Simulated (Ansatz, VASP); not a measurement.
**C in VASP and in Ansatz**

Contents of INCAR:

```
  ALGO = Normal
  DIPOL = 0.5 0.5 0.671
  EDIFF = 1E-6
  ENCUT = 520
  GGA = PS
  GGA_COMPAT = False
  IDIPOL = 3
  ISIF = 2
  ISMEAR = 0
  IVDW = 13
  LASPH = True
  LCHARG = True
  LDIPOL = True
  LELF = True
  LREAL = False
  LVACPOTAV = True
  LVHAR = True
  LWAVE = False
  NBANDS = 26
  NELM = 120
  NELMDL = -8
  PREC = Accurate
  SIGMA = 0.04
```

KPOINTS

```
k-points
0
Gamma
  12 12 1
```

The input POSCAR:

```
C
1.0
    4.9137361075      0.0000000000      0.0000000000
   -2.4568680538      4.2554202966      0.0000000000
    0.0000000000      0.0000000000     23.7740516958
C
8
Direct
    0.8341432085      0.3347972086      0.6702860128
    0.8339873335      0.8325234582      0.6702860128
    0.3333333333      0.3333333333      0.6748977952
    0.3318694580      0.8326793332      0.6702860128
    0.0014638753      0.1674765418      0.6702860128
    0.0000000000      0.6666666667      0.6748977952
    0.4991901249      0.1673206668      0.6702860128
    0.4993459999      0.6652027914      0.6702860128
```

Input for Ansatz:

```yaml
crystal:
  lattice:
    - [4.9137361075, 0.0, 0.0]
    - [-2.4568680538, 4.2554202966, 0.0]
    - [0.0, 0.0, 23.7740516958]
  atoms:
    - { symbol: C, position: [0.8341432085, 0.3347972086, 0.6702860128] }
    - { symbol: C, position: [0.8339873335, 0.8325234582, 0.6702860128] }
    - { symbol: C, position: [0.3333333333, 0.3333333333, 0.6748977952] }
    - { symbol: C, position: [0.331869458, 0.8326793332, 0.6702860128] }
    - { symbol: C, position: [0.0014638753, 0.1674765418, 0.6702860128] }
    - { symbol: C, position: [0.0, 0.6666666667, 0.6748977952] }
    - { symbol: C, position: [0.4991901249, 0.1673206668, 0.6702860128] }
    - { symbol: C, position: [0.4993459999, 0.6652027914, 0.6702860128] }
basis:
  ecutwfc: 420
kpoints:
  mp_grid: { grid: [12, 12, 1] }
hamiltonian:
  xc: pbesol
  dispersion: d4
  pseudopotentials: { kind: paw, azcp: { folder: soft_1 } }
scf:
  occupations: { method: gaussian, width: 0.04 }
  n_extra_bands: 8
  max_iter: 160
output:
  forces: true
  eigenvalues: true
efield:
  axis: 3
  dipole_correction: true
```

Alike in both runs: task single point; functional PBEsol; dispersion D4; k mesh 12 × 12 × 1; occupations gaussian, width 0.04 eV; no spin polarisation.

|  | VASP | Ansatz |
| --- | --- | --- |
| version | VASP 6.6.1 | Ansatz 0.2.0 |
| potentials or method | VASP PAW PBE potentials, release 64 (C), cutoff 520 eV | scalar-relativistic, plane waves, PAW |
| valence electrons in the cell | 32 | 32 |

```csv
,VASP,Ansatz,Ansatz less VASP
gap on the k mesh at the Fermi level (eV),none,none,-
rms of the force components (eV/Å),0.516,0.520,+0.0032
```

VASP's potentials were made for PBE, not for PBEsol, and Ansatz warns of the same on its side. Atom by atom the forces differ by 0.004 eV/Å (rms over components). A gap of «none» marks a metal or a gap that the smearing closes.
